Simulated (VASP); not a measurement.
# Li (Im-3m) in VASP: single point with PBE

Aim: the single point of Li with PBE.

Everything below comes from runs of VASP 6.6.1. Logs are shortened: lines on timing, memory, paths and dates and some standing lists are left out, and cuts for length are marked.

### 1 The cell of the first run

Symmetry: Im-3m, No. 229, cubic system. The conventional cell has a = 3.431 Å, b = 3.431 Å, c = 3.431 Å, α = 90.00°, β = 90.00°, γ = 90.00°. Within 3.9 Å of Li (site symmetry m-3m) lie 14 Li at 2.97 to 3.43 Å.

### 2 Single point, PBE

File INCAR:

```
SYSTEM = Li
PREC = Accurate
ENCUT = 520
EDIFF = 1E-7
ISMEAR = -1
SIGMA = 0.08
LREAL = .FALSE.
LASPH = .TRUE.
NELM = 80
ALGO = Normal
ISIF = 2
LWAVE = .FALSE.
LCHARG = .FALSE.
GGA = PE
NBANDS = 10
```

File KPOINTS:

```
Automatic mesh
0
G
  12 12 7
  0 0 0
```

File POSCAR:

```
Li
1.0
   -1.7154021332      1.7154021332      1.7154021332
    1.7154021332     -1.7154021332      1.7154021332
    3.4308042664      3.4308042664      0.0000000000
Li
2
Direct
    0.0000000000      0.0000000000      0.0000000000
    0.5000000000      0.5000000000      0.5000000000
```

Potentials or basis: VASP PAW PBE potentials, release 64 (Li_sv).

Launch:

```
> cat potpaw_PBE.64/Li_sv/POTCAR > POTCAR
> mpirun -np 1 vasp_std > vasp.out
```

OUTCAR:

```text
SYSTEM = Li
   PREC = Accurate
   ENCUT = 520
   EDIFF = 1E-7
   ISMEAR = -1
   LREAL = .FALSE.
   LASPH = .TRUE.
   NELM = 80
   ISIF = 2
   GGA = PE

 ion  position               nearest neighbor table
   1  0.000  0.000  0.000-
   2  0.500  0.500  0.500-

  LATTYP: Found a base centered orthorhombic cell.
 ALAT       =     3.4308042664
 B/A-ratio  =     1.4142135624
 C/A-ratio  =     1.4142135624

  Lattice vectors:

 A1 = (  -1.7154021332,   1.7154021332,   1.7154021332)
 A2 = (   1.7154021332,  -1.7154021332,   1.7154021332)
 A3 = (   3.4308042664,   3.4308042664,   0.0000000000)

Analysis of symmetry for initial positions (statically):
=====================================================================
 Subroutine PRICEL returns following result:

  LATTYP: Found a body centered cubic cell.
 ALAT       =     3.4308042664

  Lattice vectors:

 A1 = (  -1.7154021332,   1.7154021332,  -1.7154021332)
 A2 = (  -1.7154021332,  -1.7154021332,   1.7154021332)
 A3 = (   1.7154021332,   1.7154021332,   1.7154021332)

   2 primitive cells build up your supercell.

 Routine SETGRP: Setting up the symmetry group for a
 base centered orthorhombic supercell.

 Subroutine GETGRP returns: Found  8 space group operations
 (whereof  8 operations were pure point group operations)
 out of a pool of  8 trial point group operations.

The static configuration has the point symmetry D_2h.

Analysis of symmetry for dynamics (positions and initial velocities):
=====================================================================
 Subroutine PRICEL returns following result:

  LATTYP: Found a body centered cubic cell.
 ALAT       =     3.4308042664

  Lattice vectors:

 A1 = (  -1.7154021332,   1.7154021332,  -1.7154021332)
 A2 = (  -1.7154021332,  -1.7154021332,   1.7154021332)
 A3 = (   1.7154021332,   1.7154021332,   1.7154021332)

   2 primitive cells build up your supercell.

 Routine SETGRP: Setting up the symmetry group for a
 base centered orthorhombic supercell.

 Subroutine GETGRP returns: Found  8 space group operations
 (whereof  8 operations were pure point group operations)
 out of a pool of  8 trial point group operations.

The dynamic configuration has the point symmetry D_2h.

 Subroutine INISYM returns: Found  8 space group operations
 (whereof  8 operations are pure point group operations),
 and found     2 'primitive' translations

----------------------------------------------------------------------------------------

                                     Primitive cell

  volume of cell :      20.1910

  direct lattice vectors                    reciprocal lattice vectors
    -1.715402133  1.715402133 -1.715402133    -0.291476844  0.291476844  0.000000000
    -1.715402133 -1.715402133  1.715402133    -0.291476844  0.000000000  0.291476844
     1.715402133  1.715402133  1.715402133     0.000000000  0.291476844  0.291476844

  length of vectors
     2.971163650  2.971163650  2.971163650     0.412210506  0.412210506  0.412210506

  position of ions in fractional coordinates (direct lattice)
     0.000000000  0.000000000  0.000000000

  ion indices of the primitive-cell ions
   primitive index   ion index
                 1           1

----------------------------------------------------------------------------------------

 KPOINTS: Automatic mesh

Automatic generation of k-mesh.
 Grid dimensions read from file:
 generate k-points for:   12   12    7

 Generating k-lattice:

  Cartesian coordinates                     Fractional coordinates (reciprocal lattice)
    -0.012144869  0.012144869  0.024289737     0.083333333  0.000000000  0.000000000
     0.012144869 -0.012144869  0.024289737     0.000000000  0.083333333  0.000000000
     0.020819775  0.020819775  0.000000000     0.000000000  0.000000000  0.142857143

  Length of vectors
     0.029748731  0.029748731  0.029443608

  Shift w.r.t. Gamma in fractional coordinates (k-lattice)
     0.000000000  0.000000000  0.000000000

 Subroutine IBZKPT returns following result:
 ===========================================

 Found    172 irreducible k-points:

 Following reciprocal coordinates:
            Coordinates               Weight
  0.000000  0.000000  0.000000      1.000000
  0.083333  0.000000  0.000000      4.000000
  0.166667  0.000000  0.000000      4.000000
  0.250000  0.000000  0.000000      4.000000
  0.333333  0.000000  0.000000      4.000000
  0.416667  0.000000  0.000000      4.000000
[... 16 lines left out ...]
  0.500000  0.166667  0.000000      4.000000
 -0.416667  0.166667  0.000000      4.000000
 [... further k-points ...]
   k-points           NKPTS =    172   k-points in BZ     NKDIM =    172   number of bands    NBANDS=     10
   number of dos      NEDOS =    301   number of ions     NIONS =      2
   total plane-waves  NPLWV =  20736
   dimension x,y,z NGX =    24 NGY =   24 NGZ =   36
   dimension x,y,z NGXF=    48 NGYF=   48 NGZF=   72
   ions per type =               2
   NGX,Y,Z   is equivalent  to a cutoff of  13.43, 13.43, 12.34 a.u.
   NGXF,Y,Z  is equivalent  to a cutoff of  26.86, 26.86, 24.67 a.u.
 SYSTEM =  Li
   PREC   = accura    normal or accurate (medium, high low for compatibility)
   ISTART =      0    job   : 0-new  1-cont  2-samecut
   ICHARG =      2    charge: 1-file 2-atom 10-const
   ISPIN  =      1    spin polarized calculation?
   LNONCOLLINEAR =      F non collinear calculations
   LSORBIT =      F    spin-orbit coupling
   LASPH  =      T    aspherical Exc in radial PAW
   ENCUT  =  520.0 eV  38.22 Ry    6.18 a.u.   5.52  5.52  9.02*2*pi/ulx,y,z
   NELM   =     80;   NELMIN=  2; NELMDL= -5     # of ELM steps
   EDIFF  = 0.1E-06   stopping-criterion for ELM
   LREAL  =      F    real-space projection
   EDIFFG = 0.1E-05   stopping-criterion for IOM
   NSW    =      0    number of steps for IOM
   IBRION =     -1    ionic relax: 0-MD 1-quasi-New 2-CG
   NFREE  =      0    steps in history (QN), initial steepest desc. (CG)
   ISIF   =      2    stress and relaxation
   ISYM   =      2    0-nonsym 1-usesym 2-fastsym
   POTIM  = 0.5000    time-step for ionic-motion
   TEBEG  =    0.0;   TEEND  =   0.0 temperature during run
   PSTRESS=    0.0 pullay stress
   NELECT =       6.0000    total number of electrons
   NUPDOWN=      -1.0000    fix difference up-down
   EMIN   =  10.00;   EMAX   =-10.00  energy-range for DOS
   EFERMI =   0.00;   METHOD = LEGACY
   ISMEAR =    -1;   SIGMA  =   0.08  broadening in eV -4-tet -1-fermi 0-gaus
   EFERMI_NEDOS =   21; number of points for ismear=-14 and -15
   IALGO  =     38    algorithm
   IMIX   =      4    mixing-type and parameters
     AMIX     =   0.40;   BMIX     =  1.00
     AMIX_MAG =   1.60;   BMIX_MAG =  1.00
  volume/ion in A,a.u.               =      20.19       136.26
  Fermi-wavevector in a.u.,A,eV,Ry     =   0.867087  1.638557 10.229401  0.751840
  Thomas-Fermi vector in A             =   1.985570
   LORBIT       =      0    0 simple, 1 ext, 2 COOP (PROOUT), +10 PAW based schemes
   GGA     = PE    functional components
   LHFCALC =     F    Hartree Fock is set to
   AEXX    =    0.0000 exact exchange contribution
   IVDW    =     0    specifies the selected vdW correction
   LEPSILON=     F    determine dielectric tensor
   LRPA    =     F    only Hartree local field effects (RPA)
 non-spin polarized calculation
  energy-cutoff  :      520.00
  volume of cell :       40.38
 maximum number of plane-waves:      1108
 NGX is ok and might be reduce to    24
   NGX = 11   NGY = 11   NGZ = 19

 number of electron       6.0000012 magnetization

 Free energy of the ion-electron system (eV)
  ---------------------------------------------------
  ext. energy  EPLUGINS =         0.00000000
  ---------------------------------------------------
  free energy    TOTEN  =        -3.81764986 eV

  energy without entropy =       -3.79629933  energy(sigma->0) =       -3.80697459

 E-fermi :   0.6402     XC(G=0):  -7.0536

 val. band max:        0.6270707795   @ k =   0.5000   0.3333   0.1429
 cond. band min:       0.6403026986   @ k =   0.4167   0.1667   0.0000
 fundamental gap:      0.0132319191
 Fermi energy:         0.6401794836

 k-point     1 :       0.0000    0.0000    0.0000
  band No.  band energies     occupation
      1     -45.8864      2.00000
      2     -45.8667      2.00000
      3      -2.9293      2.00000
      4       0.8803      0.09470
      5       3.9069      0.00000
      6      11.0272      0.00000
      7      12.5036      0.00000
      8      14.3008      0.00000
      9      15.2820      0.00000
     10      15.2821      0.00000

 k-point     2 :       0.0833    0.0000    0.0000
  band No.  band energies     occupation
      1     -45.8854      2.00000
      2     -45.8663      2.00000
      3      -2.8304      2.00000
      4       1.0113      0.01915
      5       3.9259      0.00000
      6      10.3426      0.00000
      7      11.6897      0.00000
      8      14.6447      0.00000
      9      14.8049      0.00000
     10      15.0476      0.00000

 k-point     3 :       0.1667    0.0000    0.0000
  band No.  band energies     occupation
      1     -45.8826      2.00000
      2     -45.8655      2.00000
      3      -2.5342      2.00000
      4       1.4041      0.00014
      5       3.9369      0.00000
      6       8.6312      0.00000
      7      11.4266      0.00000
      8      13.2645      0.00000
      9      13.2970      0.00000
     10      14.3397      0.00000

 k-point     4 :       0.2500    0.0000    0.0000
  band No.  band energies     occupation
      1     -45.8786      2.00000
      2     -45.8646      2.00000
      3      -2.0393      2.00000
      4       2.0580      0.00000
      5       3.7335      0.00000
      6       7.2486      0.00000
      7      11.1947      0.00000
      8      11.3137      0.00000
      9      11.7679      0.00000
     10      13.4171      0.00000

 k-point     5 :       0.3333    0.0000    0.0000
  band No.  band energies     occupation
      1     -45.8741      2.00000
      2     -45.8643      2.00000
      3      -1.3462      2.00000
      4       2.9716      0.00000
      5       2.9718      0.00000
      6       6.7709      0.00000
      7       9.1287      0.00000
      8      10.2857      0.00000
      9      11.2670      0.00000
     10      12.5909      0.00000

 k-point     6 :       0.4167    0.0000    0.0000
  band No.  band energies     occupation
      1     -45.8699      2.00000
      2     -45.8648      2.00000
      3      -0.4589      2.00000
      4       1.8033      0.00000
      5       4.1430      0.00000
      6       7.1034      0.00000
      7       7.2356      0.00000
      8       8.9701      0.00000
      9      11.3306      0.00000
     10      11.9652      0.00000
[... 183 lines left out ...]
 k-point    21 :       0.3333    0.1667    0.0000
  band No.  band energies     occupation
      1     -45.8680      2.00000
      2     -45.8653      2.00000
      3      -0.3894      1.99999
      4       2.6429      0.00000
      5       4.1983      0.00000
      6       5.5469      0.00000
      7       8.1643      0.00000
      8       8.9971      0.00000
      9       9.3127      0.00000
     10      12.9875      0.00000

 k-point    22 :       0.4167    0.1667    0.0000
  band No.  band energies     occupation
      1     -45.8663      2.00000
      2     -45.8642      2.00000
      3       0.6403      0.99923
      4       1.3722      0.00021
      5       5.5426      0.00000
      6       6.2124      0.00000
      7       6.4890      0.00000
      8       7.9841      0.00000
      9       9.5329      0.00000
     10      13.2063      0.00000

 k-point    23 :       0.5000    0.1667    0.0000
  band No.  band energies     occupation
      1     -45.8683      2.00000
      2     -45.8616      2.00000
      3       0.2327      1.98780
      4       1.8246      0.00000
      5       5.0140      0.00000
      6       7.1365      0.00000
      7       7.1367      0.00000
      8       7.2007      0.00000
      9       9.9560      0.00000
     10      13.6176      0.00000

 k-point    24 :      -0.4167    0.1667    0.0000
  band No.  band energies     occupation
      1     -45.8714      2.00000
      2     -45.8605      2.00000
      3      -0.7222      2.00000
      4       3.0491      0.00000
      5       3.7744      0.00000
      6       6.7426      0.00000
      7       8.2367      0.00000
      8       8.9672      0.00000
      9      10.6176      0.00000
     10      13.8486      0.00000

 [... further k-points ...]
[... 5 lines left out ...]
  --------------------------------------------------------------------------------------
  -------------------------------------------------------------------------------------
  Total       -0.0093410     -0.0093410      0.0098788     -0.0169049     -0.0000000      0.0000000
  in kB       -0.3706083     -0.3706083      0.3919474     -0.6707107     -0.0000000      0.0000000
  external PRESSURE =      -0.1164231 kB  Pullay stress =       0.0000000 kB

 VOLUME and BASIS-vectors are now :
 -----------------------------------------------------------------------------
  energy-cutoff  :      520.00
  volume of cell :       40.38
      direct lattice vectors                 reciprocal lattice vectors
    -1.715402133  1.715402133  1.715402133    -0.145738422  0.145738422  0.291476844
     1.715402133 -1.715402133  1.715402133     0.145738422 -0.145738422  0.291476844
     3.430804266  3.430804266  0.000000000     0.145738422  0.145738422  0.000000000

 POSITION                                       TOTAL-FORCE (eV/Angst)
 -----------------------------------------------------------------------------------
      0.00000      0.00000      0.00000         0.000000      0.000000     -0.000000
      1.71540      1.71540      1.71540        -0.000000     -0.000000      0.000000
 -----------------------------------------------------------------------------------
    total drift:                               -0.000000     -0.000000      0.000000

  FREE ENERGIE OF THE ION-ELECTRON SYSTEM (eV)
  ---------------------------------------------------
  free  energy   TOTEN  =        -3.8176498562 eV

  energy  without entropy=       -3.7962993300  energy(sigma->0) =       -3.80697459
```

Wall time 19 s (1 thread of Intel Xeon Platinum 8488C (Sapphire Rapids), shared host); peak memory 0.17 GiB.

Results:

* Free energy: -3.8176 eV
* Band gap on the k mesh: zero (band 3 reaches 2.37 eV, above the bottom of band 4 at -1.39 eV)

Caveat: the cutoff is under 1.25 times the usual one of these potentials, so pressure, stress and relaxed cells hold a basis-set (Pulay) error.
